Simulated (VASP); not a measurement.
The system is Ta2Ru.

```
CELL_PARAMETERS angstrom
-1.57505 1.57505 4.72514
1.57505 -1.57505 4.72514
1.57505 1.57505 -4.72514
ATOMIC_POSITIONS crystal
Ta 0.66667 0.66667 0.00000
Ta 0.33333 0.33333 0.00000
Ru 0.00000 0.00000 0.00000
```

```yaml
Program: VASP 6.6.1
Task: relaxation of cell and atoms
Functional: PBE
Potentials_or_basis: VASP PAW PBE potentials, release 64 (Ta_pv, Ru_pv)
Cutoff: 600 eV
k_mesh: 8 × 8 × 8
Occupations: gaussian, width 0.1 eV
Spin: no spin polarisation
```

At the start: pressure 18.8 GPa; volume 15.63 Å³/atom.

Q: Where does the relaxation end?

A: Over 10 steps the energy falls by 75.4 meV/atom and the volume is 16.74 Å³/atom (+7.1 %); space group I4/mmm (No. 139, to 0.1 Å) before and after.

Step by step:
```
step  energy change (eV)  largest force (eV/Å)  pressure (GPa)  volume (Å³)
   1              0.0000                1.0708           18.75        46.89
   2              0.8969                0.1707          -29.53        60.43
   3             -0.2101                0.5033           -1.80        50.60
   4             -0.2110                0.5287           -0.79        50.38
   5             -0.2109                0.5368           -0.46        50.31
   6             -0.2256                0.0164            0.56        50.11
   7             -0.2256                0.0261            0.47        50.11
   8             -0.2259                0.0149           -0.77        50.40
   9             -0.2262                0.0188           -0.25        50.29
  10             -0.2262                0.0064            0.14        50.21
```

Final structure:
```
Ta Ru
1.0
    -1.60221    1.60221    4.88966
     1.60221   -1.60221    4.88966
     1.60221    1.60221   -4.88966
Ta Ru
2 1
Direct
  0.66254 0.66254 0.00000
  0.33746 0.33746 0.00000
  0.00000 0.00000 0.00000
```
